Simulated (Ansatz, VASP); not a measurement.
One calculation of SiC, two programs

```
Si C
1.0
     0.00000    2.17842    2.17842
     2.17842    0.00000    2.17842
     2.17842    2.17842    0.00000
Si C
1 1
Direct
  0.00000 0.00000 0.00000
  0.25000 0.25000 0.25000
```

Alike in both runs: functional PBEsol; k mesh 10 × 10 × 10; occupations gaussian, width 0.02 eV; no spin polarisation.

Ansatz relaxed the structure, and its values are those at the end. VASP's run is a single point on that final structure, the one shown.

|  | VASP | Ansatz |
| --- | --- | --- |
| version | VASP 6.6.1 | Ansatz 0.2.0 |
| potentials or method | VASP PAW PBE potentials, release 64 (Si, C), cutoff 520 eV | scalar-relativistic, plane waves, PAW |
| valence electrons in the cell | 8 | 8 |

VASP gave:

| Quantity | Value |
| --- | --- |
| gap on the k mesh at the Fermi level (eV) | 1.23 |
| least direct gap on the mesh (eV) | 4.44 |
| pressure (GPa) | 0.4 |

Task: Which values does Ansatz return?

Result: gap on the k mesh at the Fermi level (eV): 1.24; least direct gap on the mesh (eV): 4.45; pressure (GPa): 0.0.

VASP's potentials were made for PBE, not for PBEsol.
